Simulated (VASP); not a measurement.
# MnHg (Pm-3m) in VASP: further runs, part 2 of 3

VASP 6.6.1.

**3. Electric field gradients, PBE, collinear spin, ferromagnetic start (17.67 Å³/atom)**

This run uses another cell than the first one, of 17.67 Å³/atom.

File INCAR:

```
  PREC = Accurate
  ENCUT = 520
  EDIFF = 1E-8
  ISMEAR = -1
  SIGMA = 0.08
  LREAL = False
  LASPH = True
  NELM = 150
  ALGO = Normal
  ISIF = 2
  LWAVE = False
  LCHARG = False
  ISPIN = 2
  MAGMOM = 4 0
  LORBIT = 11
  LMAXMIX = 4
  GGA = PE
  LEFG = True
  NBANDS = 24
```

File KPOINTS:

```
Automatic mesh
0
Gamma
  10 10 10
```

File POSCAR:

```
MnHg
1.0
    3.2815128620      0.0000000000      0.0000000000
    0.0000000000      3.2815128620      0.0000000000
    0.0000000000      0.0000000000      3.2815128620
Mn Hg
1 1
Direct
    0.5000000000      0.5000000000      0.5000000000
    0.0000000000      0.0000000000      0.0000000000
```

Potentials or basis: VASP PAW PBE potentials, release 64 (Mn_pv, Hg).

Command:

```bash
$ cat potpaw_PBE.64/Mn_pv/POTCAR potpaw_PBE.64/Hg/POTCAR > POTCAR
$ mpirun -np 1 vasp_std > vasp.out
```

OUTCAR:

```text
PREC = Accurate
   ENCUT = 520
   EDIFF = 1E-8
   ISMEAR = -1
   LREAL = False
   LASPH = True
   NELM = 150
   ISIF = 2
   ISPIN = 2
   LORBIT = 11
   GGA = PE

 ion  position               nearest neighbor table
   1  0.500  0.500  0.500-   2 2.84   2 2.84   2 2.84   2 2.84   2 2.84   2 2.84   2 2.84   2 2.84

   2  0.000  0.000  0.000-   1 2.84   1 2.84   1 2.84   1 2.84   1 2.84   1 2.84   1 2.84   1 2.84

  LATTYP: Found a simple cubic cell.
 ALAT       =     3.2815128620

  Lattice vectors:

 A1 = (   3.2815128620,   0.0000000000,   0.0000000000)
[... 1540 lines left out ...]

 Electric field gradients after diagonalization (V/A^2)
 (convention: |V_zz| > |V_xx| > |V_yy|)
----------------------------------------------------------------------
 ion       V_xx      V_yy      V_zz     asymmetry (V_yy - V_xx)/ V_zz
----------------------------------------------------------------------
   1      -0.000    -0.000    -0.000      -0.929
   2      -0.000    -0.000    -0.000      -0.040
----------------------------------------------------------------------

           NMR quadrupolar parameters

 Cq : quadrupolar parameter    Cq=e*Q*V_zz/h
 eta: asymmetry parameters     (V_yy - V_xx)/ V_zz
 Q  : nuclear electric quadrupole moment in mb (millibarn)
----------------------------------------------------------------------
 ion       Cq(MHz)       eta       Q (mb)
----------------------------------------------------------------------
   1      -0.000      -0.929       1.000
   2      -0.000      -0.040       1.000
----------------------------------------------------------------------

 total charge

# of ion       s       p       d       tot
------------------------------------------
    1        0.253   6.183   4.997  11.433
    2        0.816   0.541   9.258  10.614
--------------------------------------------------
tot          1.069   6.724  14.254  22.047

 magnetization (x)

# of ion       s       p       d       tot
------------------------------------------
    1        0.026   0.016   3.711   3.753
    2       -0.048  -0.059   0.049  -0.057
--------------------------------------------------
tot         -0.022  -0.043   3.760   3.695
```

OSZICAR:

```text
N       E                     dE             d eps       ncg     rms          rms(c)
DAV:   1     0.234904491252E+03    0.23490E+03   -0.13773E+04  5408   0.118E+03
DAV:   2    -0.134460291253E+01   -0.23625E+03   -0.22437E+03  5536   0.345E+02
DAV:   3    -0.890985110473E+01   -0.75652E+01   -0.75382E+01  6344   0.692E+01
DAV:   4    -0.896366413877E+01   -0.53813E-01   -0.53809E-01  6040   0.552E+00
DAV:   5    -0.896443532152E+01   -0.77118E-03   -0.77116E-03  6592   0.603E-01    0.104E+01
DAV:   6    -0.866566035979E+01    0.29877E+00   -0.63387E+00  6056   0.188E+01    0.734E+00
DAV:   7    -0.851191229197E+01    0.15375E+00   -0.18504E+00  6144   0.118E+01    0.507E+00
DAV:   8    -0.849682711745E+01    0.15085E-01   -0.58361E-02  5816   0.176E+00    0.266E+00
DAV:   9    -0.849433249424E+01    0.24946E-02   -0.17137E-02  6384   0.896E-01    0.911E-01
DAV:  10    -0.849424679143E+01    0.85703E-04   -0.21226E-03  5824   0.430E-01    0.787E-02
DAV:  11    -0.849428492083E+01   -0.38129E-04   -0.90873E-05  6240   0.903E-02    0.260E-02
DAV:  12    -0.849429378017E+01   -0.88593E-05   -0.11241E-05  6216   0.261E-02    0.168E-02
DAV:  13    -0.849429797873E+01   -0.41986E-05   -0.41803E-06  6112   0.145E-02    0.845E-03
DAV:  14    -0.849429776711E+01    0.21162E-06   -0.35284E-07  6280   0.505E-03    0.313E-03
DAV:  15    -0.849429775287E+01    0.14238E-07   -0.75989E-08  5624   0.179E-03    0.110E-03
DAV:  16    -0.849429780412E+01   -0.51244E-07   -0.27832E-08  5168   0.944E-04    0.343E-04
DAV:  17    -0.849429780968E+01   -0.55611E-08   -0.22111E-09  3288   0.416E-04
   1 F= -.84942978E+01 E0= -.84762418E+01  d E =-.361120E-01  mag=     3.8305
```

It took 27 s on 1 thread of Intel Xeon 6975P-C (Granite Rapids), shared host; peak memory 0.2 GiB.

Results:

* Free energy: -8.4943 eV
* Pressure: 3.3 GPa
* Net moment: 3.83 μB per cell
* Site moments: Mn +3.75; Hg -0.06 μB
* Largest electric field gradient by atom: zero within the noise of the run
* Valence electrons inside the program's atomic spheres: Mn 11.43; Hg 10.61

Levels at points of the mesh, in eV from the Fermi level:
Spin up:
```csv
k point,band 11,band 12,band 13,band 14,band 15,band 16,band 17,band 18
"(0.00, 0.00, 0.00)",-2.87,-1.97,-1.97,-1.97,5.00,5.00,5.00,9.02
"(0.50, 0.00, 0.00)",-3.27,-2.72,-2.72,-2.20,-1.46,10.32,10.32,10.91
"(0.50, 0.50, 0.00)",-1.99,-1.99,-1.91,-1.72,-1.72,0.82,3.12,11.96
"(0.50, 0.50, 0.50)",-3.75,-1.89,-1.89,0.60,4.27,4.27,4.27,4.73
```
Spin down:
| k point | band 8 | band 9 | band 10 | band 11 | band 12 | band 13 | band 14 | band 15 |
| --- | --- | --- | --- | --- | --- | --- | --- | --- |
| (0.00, 0.00, 0.00) | -7.13 | -7.13 | 0.30 | 0.30 | 1.52 | 1.52 | 1.52 | 5.37 |
| (0.50, 0.00, 0.00) | -7.02 | -5.01 | -4.57 | -0.10 | 0.41 | 0.41 | 1.32 | 2.07 |
| (0.50, 0.50, 0.00) | -6.54 | -3.52 | -1.48 | -1.48 | 0.49 | 1.35 | 1.35 | 1.91 |
| (0.50, 0.50, 0.50) | -6.51 | -1.66 | -1.66 | -1.66 | 0.47 | 1.94 | 1.94 | 5.73 |

Caveat: the cell stands under pressure; spin-orbit coupling is left out, which moves the levels of the heavy elements.

**4. Electric field gradients, PBE, collinear spin, ferromagnetic start**

This run uses another cell than the first one, of 18.21 Å³/atom.

File INCAR:

```
ALGO = Normal
EDIFF = 1E-8
ENCUT = 520
GGA = PE
ISIF = 2
ISMEAR = -1
ISPIN = 2
LASPH = T
LCHARG = F
LEFG = T
LMAXMIX = 4
LORBIT = 11
LREAL = F
LWAVE = F
MAGMOM = 4 0
NBANDS = 24
NELM = 150
PREC = Accurate
SIGMA = 0.08
```

File KPOINTS:

```
k-points
0
Gamma
  10 10 10
```

File POSCAR:

```
MnHg
1.0
    3.3150000000      0.0000000000      0.0000000000
    0.0000000000      3.3150000000      0.0000000000
    0.0000000000      0.0000000000      3.3150000000
Mn Hg
1 1
Direct
    0.5000000000      0.5000000000      0.5000000000
    0.0000000000      0.0000000000      0.0000000000
```

Potentials or basis: VASP PAW PBE potentials, release 64 (Mn_pv, Hg).

Command:

```bash
$ cat potpaw_PBE.64/Mn_pv/POTCAR potpaw_PBE.64/Hg/POTCAR > POTCAR
$ mpirun -np 1 vasp_std > vasp.out
```

OUTCAR:

```text
EDIFF = 1E-8
   ENCUT = 520
   GGA = PE
   ISIF = 2
   ISMEAR = -1
   ISPIN = 2
   LASPH = T
   LORBIT = 11
   LREAL = F
   NELM = 150
   PREC = Accurate

 ion  position               nearest neighbor table
   1  0.500  0.500  0.500-   2 2.87   2 2.87   2 2.87   2 2.87   2 2.87   2 2.87   2 2.87   2 2.87

   2  0.000  0.000  0.000-   1 2.87   1 2.87   1 2.87   1 2.87   1 2.87   1 2.87   1 2.87   1 2.87

  LATTYP: Found a simple cubic cell.
 ALAT       =     3.3150000000

  Lattice vectors:

 A1 = (   3.3150000000,   0.0000000000,   0.0000000000)
 A2 = (   0.0000000000,   3.3150000000,   0.0000000000)
 A3 = (   0.0000000000,   0.0000000000,   3.3150000000)

Analysis of symmetry for initial positions (statically):
=====================================================================
 Subroutine PRICEL returns:
 Original cell was already a primitive cell.

 Routine SETGRP: Setting up the symmetry group for a
 simple cubic supercell.

 Subroutine GETGRP returns: Found 48 space group operations
 (whereof 48 operations were pure point group operations)
 out of a pool of 48 trial point group operations.

The static configuration has the point symmetry O_h .

Analysis of symmetry for dynamics (positions and initial velocities):
=====================================================================
 Subroutine PRICEL returns:
 Original cell was already a primitive cell.

 Routine SETGRP: Setting up the symmetry group for a
[... 1475 lines left out ...]
     24      23.6007      0.00000

 [... further k-points ...]
[... 5 lines left out ...]
  --------------------------------------------------------------------------------------
  -------------------------------------------------------------------------------------
  Total        0.1736797      0.1736797      0.1736797      0.0000000      0.0000000     -0.0000000
  in kB        7.6385150      7.6385150      7.6385150      0.0000000      0.0000000     -0.0000000
  external PRESSURE =       7.6385150 kB  Pullay stress =       0.0000000 kB

 VOLUME and BASIS-vectors are now :
 -----------------------------------------------------------------------------
  energy-cutoff  :      520.00
  volume of cell :       36.43
      direct lattice vectors                 reciprocal lattice vectors
     3.315000000  0.000000000  0.000000000     0.301659125  0.000000000  0.000000000
     0.000000000  3.315000000  0.000000000     0.000000000  0.301659125  0.000000000
     0.000000000  0.000000000  3.315000000     0.000000000  0.000000000  0.301659125

 POSITION                                       TOTAL-FORCE (eV/Angst)
 -----------------------------------------------------------------------------------
      1.65750      1.65750      1.65750         0.000000      0.000000      0.000000
      0.00000      0.00000      0.00000         0.000000      0.000000      0.000000
 -----------------------------------------------------------------------------------
    total drift:                                0.000000      0.000000      0.000000

  FREE ENERGIE OF THE ION-ELECTRON SYSTEM (eV)
  ---------------------------------------------------
  free  energy   TOTEN  =        -8.5084155574 eV

  energy  without entropy=       -8.4733011861  energy(sigma->0) =       -8.49085837

 Electric field gradients (V/A^2)
---------------------------------------------------------------------
 ion       V_xx      V_yy      V_zz      V_xy      V_xz      V_yz
---------------------------------------------------------------------
   1       0.000    -0.000     0.000    -0.000     0.000     0.000
   2      -0.000    -0.000     0.000    -0.000    -0.000    -0.000
---------------------------------------------------------------------

 Electric field gradients after diagonalization (V/A^2)
 (convention: |V_zz| > |V_xx| > |V_yy|)
----------------------------------------------------------------------
 ion       V_xx      V_yy      V_zz     asymmetry (V_yy - V_xx)/ V_zz
----------------------------------------------------------------------
   1      -0.000     0.000     0.000       0.247
   2      -0.000    -0.000     0.000       0.024
----------------------------------------------------------------------

           NMR quadrupolar parameters

 Cq : quadrupolar parameter    Cq=e*Q*V_zz/h
 eta: asymmetry parameters     (V_yy - V_xx)/ V_zz
 Q  : nuclear electric quadrupole moment in mb (millibarn)
----------------------------------------------------------------------
 ion       Cq(MHz)       eta       Q (mb)
----------------------------------------------------------------------
   1       0.000       0.247       1.000
   2       0.000       0.024       1.000
----------------------------------------------------------------------

 total charge

# of ion       s       p       d       tot
------------------------------------------
    1        0.250   6.173   4.980  11.403
    2        0.815   0.517   9.256  10.588
--------------------------------------------------
tot          1.065   6.690  14.237  21.992

 magnetization (x)

# of ion       s       p       d       tot
------------------------------------------
    1        0.028   0.016   3.768   3.812
    2       -0.044  -0.058   0.047  -0.055
--------------------------------------------------
tot         -0.016  -0.043   3.816   3.757
```

OSZICAR:

```text
N       E                     dE             d eps       ncg     rms          rms(c)
DAV:   1     0.233063443668E+03    0.23306E+03   -0.13734E+04  5440   0.117E+03
DAV:   2    -0.142362409013E+01   -0.23449E+03   -0.22263E+03  5616   0.341E+02
DAV:   3    -0.892785062166E+01   -0.75042E+01   -0.74781E+01  6280   0.691E+01
DAV:   4    -0.898123325546E+01   -0.53383E-01   -0.53379E-01  6112   0.549E+00
DAV:   5    -0.898202004178E+01   -0.78679E-03   -0.78677E-03  6544   0.606E-01    0.987E+00
DAV:   6    -0.869809759924E+01    0.28392E+00   -0.67927E+00  6048   0.192E+01    0.748E+00
DAV:   7    -0.852309063735E+01    0.17501E+00   -0.19429E+00  6192   0.120E+01    0.485E+00
DAV:   8    -0.851107335445E+01    0.12017E-01   -0.55270E-02  5840   0.169E+00    0.262E+00
DAV:   9    -0.850841236803E+01    0.26610E-02   -0.17118E-02  6304   0.889E-01    0.908E-01
DAV:  10    -0.850836209171E+01    0.50276E-04   -0.23680E-03  5976   0.437E-01    0.841E-02
DAV:  11    -0.850840130610E+01   -0.39214E-04   -0.10756E-04  6240   0.988E-02    0.286E-02
DAV:  12    -0.850841060288E+01   -0.92968E-05   -0.13399E-05  6176   0.276E-02    0.182E-02
DAV:  13    -0.850841568866E+01   -0.50858E-05   -0.53345E-06  6248   0.162E-02    0.909E-03
DAV:  14    -0.850841552359E+01    0.16506E-06   -0.45166E-07  6096   0.584E-03    0.374E-03
DAV:  15    -0.850841551101E+01    0.12584E-07   -0.12346E-07  5784   0.227E-03    0.124E-03
DAV:  16    -0.850841555129E+01   -0.40279E-07   -0.37436E-08  5312   0.109E-03    0.390E-04
DAV:  17    -0.850841555736E+01   -0.60722E-08   -0.28583E-09  3360   0.426E-04
   1 F= -.85084156E+01 E0= -.84908584E+01  d E =-.351144E-01  mag=     3.8985
```

stdout:

```text
POSCAR found type information on POSCAR MnHg
 POSCAR found :  2 types and       2 ions
 scaLAPACK will be used
 LDA part: xc-table for (Slater+PW92), standard interpolation
 POSCAR, INCAR and KPOINTS ok, starting setup
 FFT: planning ... GRIDC
 FFT: planning ... GRID_SOFT
 FFT: planning ... GRID
 WAVECAR not read
 entering main loop
ion   1

ion   2
```

It took 82 s on 1 thread of Intel Xeon Platinum 8488C (Sapphire Rapids), shared host; peak memory 0.23 GiB.

Results:

| Item | Value |
| --- | --- |
| Free energy | -8.5084 eV |
| Pressure | 0.8 GPa |
| Net moment | 3.90 μB per cell |
| Site moments | Mn +3.81; Hg -0.06 μB |
| Largest electric field gradient by atom | zero within the noise of the run |
| Valence electrons inside the program's atomic spheres | Mn 11.40; Hg 10.59 |

Caveat: spin-orbit coupling is left out, which moves the levels of the heavy elements.

**5. Electric field gradients, PBE, collinear spin, ferromagnetic start**

This run uses another cell than the first one, of 18.21 Å³/atom.

File INCAR:

```
SYSTEM = MnHg
PREC = Accurate
ENCUT = 520
EDIFF = 1E-8
ISMEAR = -1
SIGMA = 0.08
LREAL = .FALSE.
LASPH = .TRUE.
NELM = 150
ALGO = Normal
ISIF = 2
LWAVE = .FALSE.
LCHARG = .FALSE.
ISPIN = 2
MAGMOM = 4 0
LORBIT = 11
LMAXMIX = 4
GGA = PE
LEFG = .TRUE.
NBANDS = 24
```

File KPOINTS:

```
regular mesh
0
G
  10 10 10
  0 0 0
```

POSCAR is that of step 4.

Potentials or basis: VASP PAW PBE potentials, release 64 (Mn_pv, Hg).

Command:

```bash
$ cat potpaw_PBE.64/Mn_pv/POTCAR potpaw_PBE.64/Hg/POTCAR > POTCAR
$ mpirun -np 1 vasp_std > vasp.out
```

OUTCAR:

```text
SYSTEM = MnHg
   PREC = Accurate
   ENCUT = 520
   EDIFF = 1E-8
   ISMEAR = -1
   LREAL = .FALSE.
   LASPH = .TRUE.
   NELM = 150
   ISIF = 2
   ISPIN = 2
   LORBIT = 11
   GGA = PE

 ion  position               nearest neighbor table
   1  0.500  0.500  0.500-   2 2.87   2 2.87   2 2.87   2 2.87   2 2.87   2 2.87   2 2.87   2 2.87

   2  0.000  0.000  0.000-   1 2.87   1 2.87   1 2.87   1 2.87   1 2.87   1 2.87   1 2.87   1 2.87

  LATTYP: Found a simple cubic cell.
 ALAT       =     3.3150000000

  Lattice vectors:

 A1 = (   3.3150000000,   0.0000000000,   0.0000000000)
[... 1541 lines left out ...]

 Electric field gradients after diagonalization (V/A^2)
 (convention: |V_zz| > |V_xx| > |V_yy|)
----------------------------------------------------------------------
 ion       V_xx      V_yy      V_zz     asymmetry (V_yy - V_xx)/ V_zz
----------------------------------------------------------------------
   1      -0.000     0.000     0.000       0.247
   2      -0.000    -0.000     0.000       0.024
----------------------------------------------------------------------

           NMR quadrupolar parameters

 Cq : quadrupolar parameter    Cq=e*Q*V_zz/h
 eta: asymmetry parameters     (V_yy - V_xx)/ V_zz
 Q  : nuclear electric quadrupole moment in mb (millibarn)
----------------------------------------------------------------------
 ion       Cq(MHz)       eta       Q (mb)
----------------------------------------------------------------------
   1       0.000       0.247       1.000
   2       0.000       0.024       1.000
----------------------------------------------------------------------

 total charge

# of ion       s       p       d       tot
------------------------------------------
    1        0.250   6.173   4.980  11.403
    2        0.815   0.517   9.256  10.588
--------------------------------------------------
tot          1.065   6.690  14.237  21.992

 magnetization (x)

# of ion       s       p       d       tot
------------------------------------------
    1        0.028   0.016   3.768   3.812
    2       -0.044  -0.058   0.047  -0.055
--------------------------------------------------
tot         -0.016  -0.043   3.816   3.757
```

stdout:

```text
POSCAR found type information on POSCAR MnHg
 POSCAR found :  2 types and       2 ions
 scaLAPACK will be used
 LDA part: xc-table for (Slater+PW92), standard interpolation
 POSCAR, INCAR and KPOINTS ok, starting setup
 FFT: planning ... GRIDC
 FFT: planning ... GRID_SOFT
 FFT: planning ... GRID
 WAVECAR not read
 entering main loop
ion   1

ion   2
```

It took 82 s on 1 thread of Intel Xeon Platinum 8488C (Sapphire Rapids), shared host; peak memory 0.23 GiB.

Results:

| Item | Value |
| --- | --- |
| Free energy | -8.5084 eV |
| Pressure | 0.8 GPa |
| Net moment | 3.90 μB per cell |
| Site moments | Mn +3.81; Hg -0.06 μB |
| Largest electric field gradient by atom | zero within the noise of the run |
| Valence electrons inside the program's atomic spheres | Mn 11.40; Hg 10.59 |

Levels at points of the mesh, in eV from the Fermi level:
Spin up:
| k point | band 12 | band 13 | band 14 | band 15 | band 16 | band 17 |
| --- | --- | --- | --- | --- | --- | --- |
| (0.00, 0.00, 0.00) | -2.07 | -2.07 | -2.07 | 4.88 | 4.88 | 4.88 |
| (0.50, 0.00, 0.00) | -2.76 | -2.76 | -2.28 | -1.57 | 10.04 | 10.04 |
| (0.50, 0.50, 0.00) | -2.09 | -2.02 | -1.67 | -1.67 | 0.62 | 2.87 |
| (0.50, 0.50, 0.50) | -2.00 | -2.00 | 0.43 | 4.12 | 4.12 | 4.12 |
Spin down:
```
           k point  band 7  band 8  band 9  band 10  band 11  band 12  band 13  band 14  band 15  band 16
(0.00, 0.00, 0.00)   -7.08   -7.08   -7.08     0.32     0.32     1.48     1.48     1.48     5.24     5.24
(0.50, 0.00, 0.00)   -7.44   -6.98   -5.00    -4.45    -0.04     0.43     0.43     1.29     2.02    10.60
(0.50, 0.50, 0.00)   -7.50   -6.53   -3.51    -1.43    -1.43     0.48     1.31     1.31     1.87     3.19
(0.50, 0.50, 0.50)   -6.50   -6.50   -1.58    -1.58    -1.58     0.30     1.90     1.90     5.56     5.56
```

Caveat: spin-orbit coupling is left out, which moves the levels of the heavy elements.

[end of part 2 of 3]
